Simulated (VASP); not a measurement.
# N in VASP: further runs

The runs below take N through single point, with PBE+D3(BJ).

Program: VASP 6.6.1. These are calculated values, not measurements. Logs are shortened: lines on timing, memory, paths and dates and some standing lists are left out, and cuts for length are marked.

### Step 1. The cell of the first run

The cell holds a disordered packing, 12 atoms: a = 6.795 Å, b = 6.795 Å, c = 6.795 Å, α = 90.00°, β = 90.00°, γ = 90.00°.

### Step 2. Single point, PBE+D3(BJ)

The input, INCAR:

```
PREC = Accurate ; ENCUT = 520
EDIFF = 1E-6 ; ISMEAR = -1
SIGMA = 0.05 ; LREAL = False
LASPH = True ; NELM = 120
ALGO = Normal ; ISIF = 2
LWAVE = False ; LCHARG = False
GGA = PE ; IVDW = 12
NBANDS = 42 ; GGA_COMPAT = False
```

The input, KPOINTS:

```
regular mesh
0
Gamma
  1 1 1
```

The input, POSCAR:

```
N
1.0
    6.7952560000      0.0000000000      0.0000000000
    0.0000000000      6.7952560000      0.0000000000
    0.0000000000      0.0000000000      6.7952560000
N
12
Direct
    0.9397879933      0.8124785880      0.1282806711
    0.8670019202      0.9415244989      0.1963428604
    0.0291232589      0.9340192629      0.5998302345
   -0.0848974638      0.9659238739      0.7113639280
    0.0321695018      0.3609871357      0.8689150195
   -0.0589381769      0.3258008234      0.9971368260
    0.2546776751      0.4016184232      0.3618112401
    0.2241858143      0.2461128764      0.3480663569
    0.4667815311      0.6472750990      0.0250910341
    0.3715238984      0.7357485870      0.1207460028
    0.4362896703      0.2334569882      0.8431470426
    0.4468558653      0.0756262899      0.8037666278
```

Potentials or basis: VASP PAW PBE potentials, release 64 (N).

Run with:

```sh
$ cat potpaw_PBE.64/N/POTCAR > POTCAR
$ mpirun -np 1 vasp_gam > vasp.out
```

OUTCAR:

```text
PREC = Accurate
   ENCUT = 520
   EDIFF = 1E-6
   ISMEAR = -1
   LREAL = False
   LASPH = True
   NELM = 120
   ISIF = 2
   GGA = PE
   IVDW = 12
 IVDW          = 12

 ion  position               nearest neighbor table
   1  0.940  0.812  0.128-   2 1.11
   2  0.867  0.942  0.196-   1 1.11
   3  0.029  0.934  0.600-   4 1.11
   4  0.915  0.966  0.711-   3 1.11
   5  0.032  0.361  0.869-   6 1.10
   6  0.941  0.326  0.997-   5 1.10
   7  0.255  0.402  0.362-   8 1.08
   8  0.224  0.246  0.348-   7 1.08
   9  0.467  0.647  0.025-  10 1.10
  10  0.372  0.736  0.121-   9 1.10
  11  0.436  0.233  0.843-  12 1.11
  12  0.447  0.076  0.804-  11 1.11

  LATTYP: Found a simple cubic cell.
 ALAT       =     6.7952560000

  Lattice vectors:

 A1 = (   6.7952560000,   0.0000000000,   0.0000000000)
 A2 = (   0.0000000000,   6.7952560000,   0.0000000000)
 A3 = (   0.0000000000,   0.0000000000,   6.7952560000)

Analysis of symmetry for initial positions (statically):
=====================================================================
 Subroutine PRICEL returns:
 Original cell was already a primitive cell.

 Routine SETGRP: Setting up the symmetry group for a
 simple cubic supercell.

 Subroutine GETGRP returns: Found  1 space group operations
 (whereof  1 operations were pure point group operations)
 out of a pool of 48 trial point group operations.

The static configuration has the point symmetry C_1 .

Analysis of symmetry for dynamics (positions and initial velocities):
=====================================================================
 Subroutine PRICEL returns:
 Original cell was already a primitive cell.

 Routine SETGRP: Setting up the symmetry group for a
 simple cubic supercell.

 Subroutine GETGRP returns: Found  1 space group operations
 (whereof  1 operations were pure point group operations)
 out of a pool of 48 trial point group operations.

The dynamic configuration has the point symmetry C_1 .

 Subroutine INISYM returns: Found  1 space group operations
 (whereof  1 operations are pure point group operations),
 and found     1 'primitive' translations

----------------------------------------------------------------------------------------

                                     Primitive cell

  volume of cell :     313.7744

  direct lattice vectors                    reciprocal lattice vectors
     6.795256000  0.000000000  0.000000000     0.147161490  0.000000000  0.000000000
     0.000000000  6.795256000  0.000000000     0.000000000  0.147161490  0.000000000
     0.000000000  0.000000000  6.795256000     0.000000000  0.000000000  0.147161490

  length of vectors
     6.795256000  6.795256000  6.795256000     0.147161490  0.147161490  0.147161490

  position of ions in fractional coordinates (direct lattice)
     0.939787993  0.812478588  0.128280671
     0.867001920  0.941524499  0.196342860
     0.029123259  0.934019263  0.599830234
     0.915102536  0.965923874  0.711363928
     0.032169502  0.360987136  0.868915020
     0.941061823  0.325800823  0.997136826
     0.254677675  0.401618423  0.361811240
     0.224185814  0.246112876  0.348066357
     0.466781531  0.647275099  0.025091034
     0.371523898  0.735748587  0.120746003
     0.436289670  0.233456988  0.843147043
     0.446855865  0.075626290  0.803766628

  ion indices of the primitive-cell ions
   primitive index   ion index
                 1           1
                 2           2
                 3           3
                 4           4
                 5           5
                 6           6
                 7           7
                 8           8
                 9           9
                10          10
                11          11
                12          12

----------------------------------------------------------------------------------------

 KPOINTS: regular mesh

Automatic generation of k-mesh.
 Grid dimensions read from file:
 generate k-points for:    1    1    1

 Generating k-lattice:

  Cartesian coordinates                     Fractional coordinates (reciprocal lattice)
     0.147161490  0.000000000  0.000000000     1.000000000  0.000000000  0.000000000
     0.000000000  0.147161490  0.000000000     0.000000000  1.000000000  0.000000000
     0.000000000  0.000000000  0.147161490     0.000000000  0.000000000  1.000000000

  Length of vectors
     0.147161490  0.147161490  0.147161490

  Shift w.r.t. Gamma in fractional coordinates (k-lattice)
     0.000000000  0.000000000  0.000000000

 Subroutine IBZKPT returns following result:
 ===========================================

 Found      1 irreducible k-points:

 Following reciprocal coordinates:
            Coordinates               Weight
  0.000000  0.000000  0.000000      1.000000
   k-points           NKPTS =      1   k-points in BZ     NKDIM =      1   number of bands    NBANDS=     42
   number of dos      NEDOS =    301   number of ions     NIONS =     12
   total plane-waves  NPLWV = 157464
   dimension x,y,z NGX =    54 NGY =   54 NGZ =   54
   dimension x,y,z NGXF=   108 NGYF=  108 NGZF=  108
   ions per type =              12
   NGX,Y,Z   is equivalent  to a cutoff of  13.21, 13.21, 13.21 a.u.
   NGXF,Y,Z  is equivalent  to a cutoff of  26.42, 26.42, 26.42 a.u.
 SYSTEM =  unknown system
   PREC   = accura    normal or accurate (medium, high low for compatibility)
   ISTART =      0    job   : 0-new  1-cont  2-samecut
   ICHARG =      2    charge: 1-file 2-atom 10-const
   ISPIN  =      1    spin polarized calculation?
   LNONCOLLINEAR =      F non collinear calculations
   LSORBIT =      F    spin-orbit coupling
   LASPH  =      T    aspherical Exc in radial PAW
   ENCUT  =  520.0 eV  38.22 Ry    6.18 a.u.  12.63 12.63 12.63*2*pi/ulx,y,z
   NELM   =    120;   NELMIN=  2; NELMDL= -5     # of ELM steps
   EDIFF  = 0.1E-05   stopping-criterion for ELM
   LREAL  =      F    real-space projection
   EDIFFG = 0.1E-04   stopping-criterion for IOM
   NSW    =      0    number of steps for IOM
   IBRION =     -1    ionic relax: 0-MD 1-quasi-New 2-CG
   NFREE  =      0    steps in history (QN), initial steepest desc. (CG)
   ISIF   =      2    stress and relaxation
   ISYM   =      2    0-nonsym 1-usesym 2-fastsym
   POTIM  = 0.5000    time-step for ionic-motion
   TEBEG  =    0.0;   TEEND  =   0.0 temperature during run
   PSTRESS=    0.0 pullay stress
   NELECT =      60.0000    total number of electrons
   NUPDOWN=      -1.0000    fix difference up-down
   EMIN   =  10.00;   EMAX   =-10.00  energy-range for DOS
   EFERMI =   0.00;   METHOD = LEGACY
   ISMEAR =    -1;   SIGMA  =   0.05  broadening in eV -4-tet -1-fermi 0-gaus
   EFERMI_NEDOS =   21; number of points for ismear=-14 and -15
   IALGO  =     38    algorithm
   IMIX   =      4    mixing-type and parameters
     AMIX     =   0.40;   BMIX     =  1.00
     AMIX_MAG =   1.60;   BMIX_MAG =  1.00
  volume/ion in A,a.u.               =      26.15       176.45
  Fermi-wavevector in a.u.,A,eV,Ry     =   0.943162  1.782317 12.103113  0.889554
  Thomas-Fermi vector in A             =   2.070842
   LORBIT       =      0    0 simple, 1 ext, 2 COOP (PROOUT), +10 PAW based schemes
   GGA     = PE    functional components
   LHFCALC =     F    Hartree Fock is set to
   AEXX    =    0.0000 exact exchange contribution
   IVDW    =    12    specifies the selected vdW correction
   LEPSILON=     F    determine dielectric tensor
   LRPA    =     F    only Hartree local field effects (RPA)
 non-spin polarized calculation
  energy-cutoff  :      520.00
  volume of cell :      313.77
 maximum number of plane-waves:      4193
 NGX is ok and might be reduce to    50
   NGX = 25   NGY = 25   NGZ = 25

 number of electron      60.0000000 magnetization

 Free energy of the ion-electron system (eV)
  ---------------------------------------------------
  ext. energy  EPLUGINS =         0.00000000
  ---------------------------------------------------
  free energy    TOTEN  =       -99.47914226 eV

  energy without entropy =      -99.47914226  energy(sigma->0) =      -99.47914226

 E-fermi :  -5.4189     XC(G=0):  -5.7827

 val. band max:       -6.6397722447   @ k =   0.0000   0.0000   0.0000
 cond. band min:       0.4993867009   @ k =   0.0000   0.0000   0.0000
 fundamental gap:      7.1391589456
 Fermi energy:        -5.4188898182

 k-point     1 :       0.0000    0.0000    0.0000
  band No.  band energies     occupation
      1     -25.7212      2.00000
      2     -25.5410      2.00000
      3     -25.3456      2.00000
      4     -25.3138      2.00000
      5     -25.2883      2.00000
      6     -25.1821      2.00000
[... 34 lines left out ...]
     41       1.4295      0.00000
     42       1.6403      0.00000

------------------------ aborting loop because EDIFF is reached ----------------------------------------

 Edisp (eV)   -0.59117

 E8    (eV) :    -0.1452

  FORCE on cell =-STRESS in cart. coord.  units (eV):
  Direction    XX          YY          ZZ          XY          YZ          ZX
  --------------------------------------------------------------------------------------
  -------------------------------------------------------------------------------------
  Total       3.37893     9.05885     4.86394     0.31679     1.30936    -3.04004
  in kB      17.25331    46.25578    24.83600     1.61757     6.68579   -15.52289
  external pressure =       29.45 kB  Pullay stress =        0.00 kB

 VOLUME and BASIS-vectors are now :
 -----------------------------------------------------------------------------
  energy-cutoff  :      520.00
  volume of cell :      313.77
      direct lattice vectors                 reciprocal lattice vectors
     6.795256000  0.000000000  0.000000000     0.147161490  0.000000000  0.000000000
     0.000000000  6.795256000  0.000000000     0.000000000  0.147161490  0.000000000
     0.000000000  0.000000000  6.795256000     0.000000000  0.000000000  0.147161490

 POSITION                                       TOTAL-FORCE (eV/Angst)
 -----------------------------------------------------------------------------------
      6.38610      5.52100      0.87170         0.222885     -0.585633     -0.300767
      5.89150      6.39790      1.33420        -0.389447      0.466529      0.337197
      0.19790      6.34690      4.07600         0.830356     -0.338117     -0.722529
      6.21836      6.56370      4.83390        -0.829600      0.163329      0.707148
      0.21860      2.45300      5.90450         1.480398      0.758131     -2.294336
      6.39476      2.21390      6.77580        -1.657135     -0.465655      2.255654
      1.73060      2.72910      2.45860         1.024169      5.288738      0.656197
      1.52340      1.67240      2.36520        -0.980776     -5.346788     -0.521686
      3.17190      4.39840      0.17050         1.615263     -1.384250     -1.562532
      2.52460      4.99960      0.82050        -1.451593      1.529739      1.495750
      2.96470      1.58640      5.72940         0.059218      0.699482      0.191199
      3.03650      0.51390      5.46180         0.076263     -0.785505     -0.241296
 -----------------------------------------------------------------------------------
    total drift:                                0.000214     -0.001217      0.000911

  FREE ENERGIE OF THE ION-ELECTRON SYSTEM (eV)
  ---------------------------------------------------
  free  energy   TOTEN  =      -100.0703128740 eV

  energy  without entropy=     -100.0703128740  energy(sigma->0) =     -100.07031287
```

Run time: 42 s. Hardware: 1 thread of Intel Xeon 8259CL, shared host; peak memory 0.34 GiB.

What came out:

| Quantity | Value |
| --- | --- |
| Free energy | -100.0703 eV |
| Pressure | 2.9 GPa |
| Largest force | 5.461 eV/Å |
| Dispersion energy per atom | -0.049 eV |

Forces in eV/Å, atoms in the order of the input:
```
N    0.223 -0.586 -0.301
N   -0.389  0.467  0.337
N    0.830 -0.338 -0.723
N   -0.830  0.163  0.707
N    1.480  0.758 -2.294
N   -1.657 -0.466  2.256
N    1.024  5.289  0.656
N   -0.981 -5.347 -0.522
N    1.615 -1.384 -1.563
N   -1.452  1.530  1.496
N    0.059  0.699  0.191
N    0.076 -0.786 -0.241
```

Caveat: the k points lie up to 0.92 Å⁻¹ apart; the standard files for N, O and F lose accuracy on very short bonds; the atoms stand as in a frame of molecular dynamics.

### Step 3. Single point, PBE+D3(BJ)

This run uses another cell than the first one, of 31.78 Å³/atom.

The input, INCAR:

```
SYSTEM = N
  PREC = Accurate
  ENCUT = 520
  EDIFF = 1E-6
  ISMEAR = -1
  SIGMA = 0.05
  LREAL = .False.
  LASPH = .True.
  NELM = 120
  ALGO = Normal
  ISIF = 2
  LWAVE = .False.
  LCHARG = .False.
  GGA = PE
  IVDW = 12
  NBANDS = 42
  GGA_COMPAT = .False.
```

The input, KPOINTS:

```
Automatic mesh
0
Gamma
  1 1 1
  0 0 0
```

The input, POSCAR:

```
N
1.0
    7.2520320000      0.0000000000      0.0000000000
    0.0000000000      7.2520320000      0.0000000000
    0.0000000000      0.0000000000      7.2520320000
N
12
Direct
    0.9065734955      0.8417364954      0.0682015744
    0.8393371678      0.9422876237      0.1638988907
    0.0090595298      0.8957075755      0.6539546433
   -0.0989929443      0.9825659898      0.7110007237
   -0.0053640138      0.4260323176      0.8209699020
   -0.0507168198      0.3865675165      0.9589036562
    0.1465106607      0.3303350013      0.3992811946
    0.2222963164      0.2234684017      0.3206549557
    0.4831059764      0.6836152957      0.0155128935
    0.3702272687      0.7627241579      0.0774403643
    0.4340714437      0.2368715417      0.8245137363
    0.3830512607      0.0954628992      0.7936258417
```

Potentials or basis: VASP PAW PBE potentials, release 64 (N).

Run with:

```sh
$ cat potpaw_PBE.64/N/POTCAR > POTCAR
$ mpirun -np 1 vasp_gam > vasp.out
```

Wall time 52 s (1 thread of Intel Xeon 8259CL, shared host); peak memory 0.34 GiB.

It converged, with:

```yaml
Free_energy: -100.2007 eV
Pressure: 1.6 GPa
Largest_force: 4.334 eV/Å
Dispersion_energy_per_atom: -0.039 eV
```

Forces in eV/Å, atoms in the order of the input:
```
N   -0.372  0.508  0.747
N    0.381 -0.543 -0.453
N    3.091 -2.488 -1.742
N   -3.098  2.521  1.446
N    1.070  0.970 -3.268
N   -1.100 -0.944  3.299
N   -0.390  0.564  0.378
N    0.407 -0.563 -0.421
N    2.062 -1.481 -1.146
N   -2.105  1.415  1.163
N    0.022  0.027  0.018
N    0.032  0.016 -0.020
```

Stress tensor (GPa, compression positive):
```
 1.70 -1.14 -1.37
-1.14  0.98  0.21
-1.37  0.21  1.98
```

Levels at points of the mesh, in eV from the Fermi level:
```csv
k point,band 26,band 27,band 28,band 29,band 30,band 31,band 32,band 33,band 34,band 35
"(0.00, 0.00, 0.00)",-1.58,-1.53,-1.46,-1.30,-1.22,6.26,6.36,6.43,6.45,6.53
```

Caveat: the k points lie up to 0.87 Å⁻¹ apart; the standard files for N, O and F lose accuracy on very short bonds; the atoms stand as in a frame of molecular dynamics.

(Continued in part 2 of 2.)
